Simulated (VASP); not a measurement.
Here is a VASP 6.6.1 calculation.

Contents of INCAR:

```
ALGO = Fast
EDIFF = 1E-6
ENCUT = 520
GGA = PE
ISIF = 2
ISMEAR = 0
ISYM = 0
LASPH = True
LCHARG = True
LELF = True
LREAL = Auto
LVHAR = True
LWAVE = False
NBANDS = 130
NELM = 100
PREC = Accurate
SIGMA = 0.1
```

Contents of KPOINTS:

```
Automatic mesh
0
Gamma
  3 3 2
  0 0 0.5
```

POSCAR

```
CuPdRh14
1.0
    2.7418149783     -4.7574276677      0.0111125308
    2.7491021803      4.7616349357     -0.0000232323
    0.0177428775     -0.0102867774      8.6371468838
Cu Rh Pd
1 14 1
Direct
    0.3340165996      0.6665364429      0.1263008241
    0.3361882108      0.1678751423      0.1247979627
    0.3351312517      0.1671798739      0.6254071268
    0.8347966354      0.1706347655      0.1286882979
    0.8339112279      0.1691426506      0.6227894366
    0.3319689870      0.6656069944      0.6224745197
    0.8349289238      0.6633411538      0.1287190387
    0.8340703167      0.6640019018      0.6228044386
    0.6653409845      0.3322533285      0.3746060631
    0.6660656550      0.3325979698      0.8764960004
    0.1690399800      0.3334371176      0.3751523945
    0.1659356599      0.3320447801      0.8752378008
    0.6681388544      0.8336787597      0.3756599694
    0.1690451819      0.8347337690      0.3751116841
    0.1659613235      0.8330541367      0.8752434700
    0.6651205178      0.8321286217      0.8781518800
```

Potentials or basis: VASP PAW PBE potentials, release 64 (Cu, Rh_pv, Pd).

Launch:

```console
$ cat potpaw_PBE.64/Cu/POTCAR potpaw_PBE.64/Rh_pv/POTCAR potpaw_PBE.64/Pd/POTCAR > POTCAR
$ mpirun -np 1 vasp_std > vasp.out
```

Q: What does it give for the pressure?

A: 0.1 GPa.

Q: Estimate the band gap on the k mesh.

A: Zero (an odd number of electrons rules out a gap without spin polarisation).

Forces in eV/Å, atoms in the order of the input:
```
Cu   0.000  0.003  0.006
Rh  -0.005 -0.007  0.005
Rh  -0.001  0.000  0.000
Rh   0.004  0.006 -0.005
Rh   0.003 -0.004 -0.003
Rh  -0.003 -0.001  0.005
Rh  -0.003 -0.002 -0.008
Rh   0.000  0.004 -0.006
Rh  -0.008  0.005  0.003
Rh  -0.003  0.002  0.007
Rh  -0.001 -0.004 -0.001
Rh  -0.002  0.001 -0.008
Rh   0.007 -0.006  0.007
Rh   0.007  0.005  0.000
Rh  -0.001  0.002 -0.005
Pd   0.005 -0.004  0.003
```

Caveat: the k points lie up to 0.44 Å⁻¹ apart, too coarse for converged energies and pressures of a metal.
